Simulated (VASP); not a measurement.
# CsSnI3 (Pm-3m) in VASP: single point with HSE06

Aim: the single point of CsSnI3 with HSE06.

All numbers are computed with VASP 6.6.1; they aren't measurements. Logs are shortened: lines on timing, memory, paths and dates and some standing lists are left out, and cuts for length are marked.

## (1) The cell of the first run

It takes space group Pm-3m (No. 221, cubic). Conventional cell: a = 6.157 Å, b = 6.157 Å, c = 6.157 Å, α = 90.00°, β = 90.00°, γ = 90.00°. Within 5.7 Å of Cs (site symmetry m-3m) lie 12 I at 4.35 Å and 8 Sn at 5.33 Å. Sn (site symmetry m-3m) has 6 I at 3.08 Å within 4.1 Å. Within 4.1 Å of I (site symmetry 4/mmm) lie 2 Sn at 3.08 Å.

## (2) Single point, HSE06

POSCAR reads:

```
CsSnI3
1.0
    6.1572310000      0.0000000000      0.0000000000
    0.0000000000      6.1572310000      0.0000000000
    0.0000000000      0.0000000000      6.1572310000
Cs Sn I
1 1 3
Direct
    0.0000000000      0.0000000000      0.0000000000
    0.5000000000      0.5000000000      0.5000000000
    0.5000000000      0.5000000000      0.0000000000
    0.0000000000      0.5000000000      0.5000000000
    0.5000000000      0.0000000000      0.5000000000
```

INCAR.step1 reads:

```
SYSTEM = CsSnI3
PREC = Accurate
ENCUT = 520
EDIFF = 1E-5
ISMEAR = -1
SIGMA = 0.05
LREAL = .FALSE.
LASPH = .TRUE.
NELM = 60
ALGO = Normal
ISIF = 2
LWAVE = .TRUE.
LCHARG = .FALSE.
NBANDS = 30
GGA = PE
KPAR = 4
```

INCAR.step2 reads:

```
SYSTEM = CsSnI3
PREC = Accurate
ENCUT = 520
EDIFF = 1E-6
ISMEAR = -1
SIGMA = 0.05
LREAL = .FALSE.
LASPH = .TRUE.
NELM = 60
ALGO = Normal
ISIF = 2
LWAVE = .FALSE.
LCHARG = .FALSE.
GGA = PE
LHFCALC = .TRUE.
HFSCREEN = 0.2079
PRECFOCK = Fast
NBANDS = 30
ISTART = 1
KPAR = 4
```

KPOINTS reads:

```
Automatic mesh
0
G
  4 4 4
  0 0 0
```

Potentials or basis: VASP PAW PBE potentials, release 64 (Cs_sv, Sn_d, I).

Started as:

```console
$ cat potpaw_PBE.64/Cs_sv/POTCAR potpaw_PBE.64/Sn_d/POTCAR potpaw_PBE.64/I/POTCAR > POTCAR
$ cp INCAR.step1 INCAR
$ mpirun -np 4 vasp_std > vasp.out
$ cp INCAR.step2 INCAR
$ mpirun -np 4 vasp_std > vasp.out
```

OUTCAR:

```text
SYSTEM = CsSnI3
   PREC = Accurate
   ENCUT = 520
   EDIFF = 1E-6
   ISMEAR = -1
   LREAL = .FALSE.
   LASPH = .TRUE.
   NELM = 60
   ISIF = 2
   GGA = PE
   LHFCALC = .TRUE.
   HFSCREEN = 0.2079
   PRECFOCK = Fast
   ISTART = 1

 ion  position               nearest neighbor table
   1  0.000  0.000  0.000-
   2  0.500  0.500  0.500-   3 3.08   4 3.08   5 3.08   3 3.08   5 3.08   4 3.08
   3  0.500  0.500  0.000-   2 3.08   2 3.08
   4  0.000  0.500  0.500-   2 3.08   2 3.08
   5  0.500  0.000  0.500-   2 3.08   2 3.08

  LATTYP: Found a simple cubic cell.
 ALAT       =     6.1572310000

  Lattice vectors:

 A1 = (   6.1572310000,   0.0000000000,   0.0000000000)
 A2 = (   0.0000000000,   6.1572310000,   0.0000000000)
 A3 = (   0.0000000000,   0.0000000000,   6.1572310000)

Analysis of symmetry for initial positions (statically):
=====================================================================
 Subroutine PRICEL returns:
 Original cell was already a primitive cell.

 Routine SETGRP: Setting up the symmetry group for a
 simple cubic supercell.

 Subroutine GETGRP returns: Found 48 space group operations
 (whereof 48 operations were pure point group operations)
 out of a pool of 48 trial point group operations.

The static configuration has the point symmetry O_h .

Analysis of symmetry for dynamics (positions and initial velocities):
=====================================================================
 Subroutine PRICEL returns:
 Original cell was already a primitive cell.

 Routine SETGRP: Setting up the symmetry group for a
 simple cubic supercell.

 Subroutine GETGRP returns: Found 48 space group operations
 (whereof 48 operations were pure point group operations)
 out of a pool of 48 trial point group operations.

The dynamic configuration has the point symmetry O_h .

 Subroutine INISYM returns: Found 48 space group operations
 (whereof 48 operations are pure point group operations),
 and found     1 'primitive' translations

----------------------------------------------------------------------------------------

                                     Primitive cell
[... 85 lines left out ...]
   NSW    =      0    number of steps for IOM
   IBRION =     -1    ionic relax: 0-MD 1-quasi-New 2-CG
   NFREE  =      0    steps in history (QN), initial steepest desc. (CG)
   ISIF   =      2    stress and relaxation
   ISYM   =      3    0-nonsym 1-usesym 2-fastsym
   POTIM  = 0.5000    time-step for ionic-motion
   TEBEG  =    0.0;   TEEND  =   0.0 temperature during run
   PSTRESS=    0.0 pullay stress
   NELECT =      44.0000    total number of electrons
   NUPDOWN=      -1.0000    fix difference up-down
   EMIN   =  10.00;   EMAX   =-10.00  energy-range for DOS
   EFERMI =   0.00;   METHOD = LEGACY
   ISMEAR =    -1;   SIGMA  =   0.05  broadening in eV -4-tet -1-fermi 0-gaus
   EFERMI_NEDOS =   21; number of points for ismear=-14 and -15
   IALGO  =     38    algorithm
   IMIX   =      1    mixing-type and parameters
     AMIX     =   0.40;   BMIX     =  1.00
     AMIX_MAG =   1.60;   BMIX_MAG =  1.00
  volume/ion in A,a.u.               =      46.69       315.05
  Fermi-wavevector in a.u.,A,eV,Ry     =   0.938657  1.773805 11.987781  0.881077
  Thomas-Fermi vector in A             =   2.065891
   LORBIT       =      0    0 simple, 1 ext, 2 COOP (PROOUT), +10 PAW based schemes
   GGA     = PE    functional components
   LHFCALC =     T    Hartree Fock is set to
   PRECFOCK=fast      Normal, Fast or Accurate (Low or Medium for compatibility)
   ENCUT4O =  -1.0   cutoff for four orbital integrals eV
   NKREDX  =     1    reduce k-point grid by
   NKREDY  =     1    reduce k-point grid by
   NKREDZ  =     1    reduce k-point grid by
   AEXX    =    0.2500 exact exchange contribution
   HFSCREEN=    0.2079 screening length (either q_TF or 0.3 A-1)
   HFSCREENC=   0.2079 screening length for correlation (either q_TF or 0.3 A-1)
   ENCUTFOCK=  -1.0 apply spherical cutoff to Coloumb kernel
   IVDW    =     0    specifies the selected vdW correction
   LEPSILON=     F    determine dielectric tensor
   LRPA    =     F    only Hartree local field effects (RPA)
 non-spin polarized calculation
  energy-cutoff  :      520.00
  volume of cell :      233.43
 maximum number of plane-waves:      6355
 NGX is ok and might be reduce to    48
  NGX = 24; NGY = 24; NGZ = 24

 number of electron      44.0000000 magnetization

 Free energy of the ion-electron system (eV)
  ---------------------------------------------------
  ext. energy  EPLUGINS =         0.00000000
  ---------------------------------------------------
  free energy    TOTEN  =       -16.58257254 eV

  energy without entropy =      -16.58237472  energy(sigma->0) =      -16.58247363

 E-fermi :   3.2369     XC(G=0):  -6.4058

 val. band max:        3.0081843941   @ k =   0.5000   0.5000   0.5000
 cond. band min:       3.5220060075   @ k =   0.5000   0.5000   0.5000
 fundamental gap:      0.5138216134
 Fermi energy:         3.2368919592

 k-point     1 :       0.0000    0.0000    0.0000
  band No.  band energies     occupation
      1     -21.5903      2.00000
      2     -21.5903      2.00000
      3     -21.5595      2.00000
      4     -21.5595      2.00000
      5     -21.5595      2.00000
      6     -21.3590      2.00000
[... 319 lines left out ...]
     29       7.4101      0.00000
     30       8.7190      0.00000

------------------------ aborting loop because EDIFF is reached ----------------------------------------

  FORCE on cell =-STRESS in cart. coord.  units (eV):
  Direction    XX          YY          ZZ          XY          YZ          ZX
  --------------------------------------------------------------------------------------
  -------------------------------------------------------------------------------------
  Total        1.3346820      1.3346820      1.3346820     -0.0000000     -0.0000000      0.0000000
  in kB        9.1607716      9.1607716      9.1607716     -0.0000000     -0.0000000      0.0000000
  external PRESSURE =       9.1607716 kB  Pullay stress =       0.0000000 kB

 VOLUME and BASIS-vectors are now :
 -----------------------------------------------------------------------------
  energy-cutoff  :      520.00
  volume of cell :      233.43
      direct lattice vectors                 reciprocal lattice vectors
     6.157231000  0.000000000  0.000000000     0.162410668  0.000000000  0.000000000
     0.000000000  6.157231000  0.000000000     0.000000000  0.162410668  0.000000000
     0.000000000  0.000000000  6.157231000     0.000000000  0.000000000  0.162410668

 POSITION                                       TOTAL-FORCE (eV/Angst)
 -----------------------------------------------------------------------------------
      0.00000      0.00000      0.00000         0.000000      0.000000      0.000000
      3.07862      3.07862      3.07862         0.000000      0.000000      0.000000
      3.07862      3.07862      0.00000         0.000000      0.000000      0.000000
      0.00000      3.07862      3.07862         0.000000      0.000000      0.000000
      3.07862      0.00000      3.07862         0.000000      0.000000      0.000000
 -----------------------------------------------------------------------------------
    total drift:                                0.000003      0.000005      0.000002

  FREE ENERGIE OF THE ION-ELECTRON SYSTEM (eV)
  ---------------------------------------------------
  free  energy   TOTEN  =       -16.5825725423 eV

  energy  without entropy=      -16.5823747154  energy(sigma->0) =      -16.58247363
```

Wall time 16 min (4 MPI ranks of Intel Xeon Platinum 8259CL at 2.50GHz (Skylake/Cascade Lake), shared host); peak memory 0.5 GiB.

Results:

```yaml
Free_energy: -16.5826 eV
Pressure: 0.9 GPa
Band_gap_on_the_k_mesh: 0.51 eV
```

Caveat: the PAW data sets were made with another functional, which shifts forces and pressure a little; spin-orbit coupling is left out, which moves the levels of the heavy elements.
